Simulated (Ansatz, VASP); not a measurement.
# One calculation of Rb, two programs

The input INCAR:

```
SYSTEM = Rb
ALGO = Normal
EDIFF = 1E-6
ENCUT = 520
GGA = PE
ISIF = 2
ISMEAR = -1
LASPH = .TRUE.
LCHARG = .FALSE.
LREAL = .FALSE.
LWAVE = .FALSE.
NBANDS = 20
NELM = 100
PREC = Accurate
SIGMA = 0.05
```

File KPOINTS:

```
k-points
0
G
  5 5 7
  0 0 0
```

The input POSCAR:

```
Rb
1.0
    6.2055736082      0.0000000000      0.0000000000
   -3.1027868041      5.3741843897      0.0000000000
    0.0000000000      0.0000000000      3.7076322576
Rb
3
Direct
    0.0000000000      0.0000000000      0.0000000000
    0.3333333333      0.6666666667      0.5000000000
    0.6666666667      0.3333333333      0.5000000000
```

Input for Ansatz:

```yaml
crystal:
  lattice:
    - [6.2055736082, 0.0, 0.0]
    - [-3.1027868041, 5.3741843897, 0.0]
    - [0.0, 0.0, 3.7076322576]
  atoms:
    - { symbol: Rb, position: [0.0, 0.0, 0.0] }
    - { symbol: Rb, position: [0.3333333333, 0.6666666667, 0.5] }
    - { symbol: Rb, position: [0.6666666667, 0.3333333333, 0.5] }
kpoints:
  mp_grid: { grid: [5, 5, 7] }
  band_path:
    path:
      - [0.0, 0.0, 0.0]
      - [0.5, 0.0, 0.0]
      - [0.3333333333, 0.3333333333, 0.0]
      - [0.0, 0.0, 0.0]
      - [0.0, 0.0, 0.5]
      - [0.5, 0.0, 0.5]
      - [0.3333333333, 0.3333333333, 0.5]
      - [0.0, 0.0, 0.5]
      - [0.5, 0.0, 0.5]
    npoints: 8
scf:
  occupations: { method: fermi_dirac, width: 0.05 }
hamiltonian:
  xc: pbe
  pseudopotentials: { kind: paw }
output:
  forces: true
  stress: true
  eigenvalues: true
  populations: true
  dos: { projected: true, de: 0.2, e_range: [-14, 8] }
```

Change from the starting cell: volume scaled by 0.45, PAW files.

Alike in both runs: task single point; functional PBE; k mesh 5 × 5 × 7; occupations fermi-dirac, width 0.05 eV; no spin polarisation.

```csv
,VASP,Ansatz
version,VASP 6.6.1,Ansatz 0.2.0
potentials or method,"VASP PAW PBE potentials, release 64 (Rb_sv)","PAW with Ansatz's default frozen-core files, scalar-relativistic"
plane-wave cutoff (eV),520,420
valence electrons in the cell,27,27
```

|  | VASP | Ansatz | Ansatz less VASP |
| --- | --- | --- | --- |
| pressure (GPa) | 8.7 | 8.7 | -0.01 |
